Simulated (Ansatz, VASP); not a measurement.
**Si: VASP beside Ansatz**

File INCAR:

```
SYSTEM = Si
  ALGO = Normal
  EDIFF = 1E-7
  ENCUT = 520
  ISIF = 2
  ISMEAR = -1
  LASPH = .TRUE.
  LCHARG = .FALSE.
  LREAL = .FALSE.
  LWAVE = .FALSE.
  NBANDS = 11
  NELM = 100
  PREC = Accurate
  SIGMA = 0.05
```

The input KPOINTS:

```
k-points
0
G
  16 16 16
  0 0 0
```

POSCAR

```
Si
1.0
   -2.2284900000      2.3448150000      1.2750000000
    2.2284900000     -2.3448150000      1.2750000000
    2.2284900000      2.3448150000     -1.2750000000
Si
2
Direct
    0.8070000000      0.5570000000      0.2500000000
    0.1930000000      0.4430000000      0.7500000000
```

Input for Ansatz:

```yaml
crystal:
  lattice:
    - [-2.22849, 2.344815, 1.275]
    - [2.22849, -2.344815, 1.275]
    - [2.22849, 2.344815, -1.275]
  atoms:
    - { symbol: Si, position: [0.807, 0.557, 0.25] }
    - { symbol: Si, position: [0.193, 0.443, 0.75] }
kpoints:
  mp_grid: { grid: [16, 16, 16] }
  band_path:
    path:
      - [0.0, 0.0, 0.0]
      - [0.5, -0.5, 0.5]
      - [0.4758105458, -0.4758105458, 0.5241894542]
      - [-0.4758105458, 0.4758105458, 0.4758105458]
      - [0.0, 0.0, 0.0]
      - [0.3239168091, 0.3239168091, -0.3239168091]
      - [0.6760831909, -0.3239168091, 0.3239168091]
      - [0.5, -0.5, 0.5]
      - [0.0, 0.0, 0.0]
    npoints: 5
scf:
  occupations: { method: fermi_dirac, width: 0.05 }
hamiltonian:
  xc: lda
  pseudopotentials: { kind: all_electron, lapw: { basis_error: 0.0005 } }
output:
  forces: true
  stress: true
  eigenvalues: true
```

Change from the starting cell: equal xx and yy strain of -1 %.

Alike in both runs: task single point; functional LDA; k mesh 16 × 16 × 16; occupations fermi-dirac, width 0.05 eV; no spin polarisation.

|  | VASP | Ansatz |
| --- | --- | --- |
| version | VASP 6.6.1 | Ansatz 0.2.0 |
| potentials or method | VASP PAW LDA potentials, release 64 (Si), cutoff 520 eV | all-electron LAPW, scalar-relativistic |

```csv
,VASP,Ansatz,Ansatz less VASP
pressure (GPa),14.5,14.3,-0.19
"traceless stress, the component that is largest in VASP (GPa)",2.94,2.89,-0.052
```

LDA's correlation is that of Perdew and Zunger in VASP and of Perdew and Wang (1992) in Ansatz. Ansatz ran all-electron here, and VASP with PAW potentials.
